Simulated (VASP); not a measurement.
# O: single point with PBEsol

System: O.

```
O
1.0
     4.78800    0.00000    0.00000
     0.00000    4.86658    0.00000
     0.00000    0.00000    3.24090
O
4
Direct
  0.29185 0.32104 0.00000
  0.79185 0.17896 0.50000
  0.20814 0.82104 0.50000
  0.70815 0.67896 0.00000
```

- Program: VASP 6.6.1
- Task: single point
- Functional: PBEsol
- Potentials or basis: VASP PAW PBE potentials, release 64 (O)
- Cutoff: 520 eV
- k mesh: 6 × 6 × 8
- Occupations: gaussian, width 0.1 eV
- Spin: collinear spin, ferromagnetic start
- Starting moments: [1.0, 1.0, 1.0, 1.0] μB

```json
{"Pressure": "-8.8 GPa", "Largest force": "0.188 eV/Å", "Band gap on the k mesh": "zero (filled and empty bands overlap)", "Net moment": "8.00 μB per cell", "Site moments": "O +1.65 μB", "Valence electrons inside the program's atomic spheres": "O 4.51"}
```

Forces in eV/Å, atoms in the order of the input:
```
O    0.137  0.129  0.000
O    0.137 -0.129  0.000
O   -0.137  0.129  0.000
O   -0.137 -0.129  0.000
```

Stress tensor (GPa, compression positive):
```
-9.18  0.00  0.00
 0.00 -9.24  0.00
 0.00  0.00 -7.92
```

Levels at points of the mesh, in eV from the Fermi level:
Spin up:
| k point | band 14 | band 15 | band 16 | band 17 | band 18 | band 19 |
| --- | --- | --- | --- | --- | --- | --- |
| (0.00, 0.00, 0.00) | -2.21 | -1.91 | -1.90 | 7.92 | 13.05 | 13.20 |
| (0.50, 0.00, 0.00) | -2.46 | -2.05 | -2.05 | 9.82 | 9.82 | 13.25 |
| (0.00, 0.50, 0.00) | -2.46 | -2.07 | -2.07 | 9.76 | 9.76 | 13.70 |
| (0.50, 0.50, 0.00) | -2.64 | -2.13 | -2.13 | 11.05 | 11.05 | 11.35 |
| (0.00, 0.00, 0.50) | -2.73 | -2.23 | -2.23 | 11.50 | 11.50 | 14.55 |
| (0.50, 0.00, 0.50) | -2.53 | -2.04 | -2.04 | 12.57 | 12.57 | 12.61 |
| (0.00, 0.50, 0.50) | -2.59 | -2.01 | -2.01 | 12.47 | 12.47 | 12.85 |
| (0.50, 0.50, 0.50) | -2.38 | -2.21 | -2.21 | 12.82 | 12.82 | 13.01 |
Spin down:
| k point | band 5 | band 6 | band 7 | band 8 | band 9 | band 10 | band 11 | band 12 |
| --- | --- | --- | --- | --- | --- | --- | --- | --- |
| (0.00, 0.00, 0.00) | -1.47 | -1.03 | -0.25 | 0.07 | 0.21 | 0.64 | 1.04 | 1.07 |
| (0.50, 0.00, 0.00) | -1.10 | -1.10 | -0.05 | -0.05 | 0.59 | 0.59 | 0.90 | 0.90 |
| (0.00, 0.50, 0.00) | -0.94 | -0.94 | 0.01 | 0.01 | 0.60 | 0.60 | 0.62 | 0.62 |
| (0.50, 0.50, 0.00) | -0.52 | -0.52 | -0.42 | -0.42 | 0.75 | 0.75 | 0.83 | 0.83 |
| (0.00, 0.00, 0.50) | -0.62 | -0.62 | -0.07 | -0.07 | -0.03 | -0.03 | 0.25 | 0.25 |
| (0.50, 0.00, 0.50) | -0.88 | -0.88 | -0.62 | -0.62 | 0.09 | 0.09 | 0.45 | 0.45 |
| (0.00, 0.50, 0.50) | -1.04 | -1.04 | -0.53 | -0.53 | -0.02 | -0.02 | 0.72 | 0.72 |
| (0.50, 0.50, 0.50) | -1.34 | -1.34 | -1.11 | -1.11 | 0.83 | 0.83 | 0.93 | 0.93 |

Wall time 81 s on 1 thread of Intel(R) Xeon(R) 6975P-C (Granite Rapids), on a shared host, peak memory 0.31 GiB.

Caveat: the PAW data sets were made with another functional, which shifts forces and pressure a little.
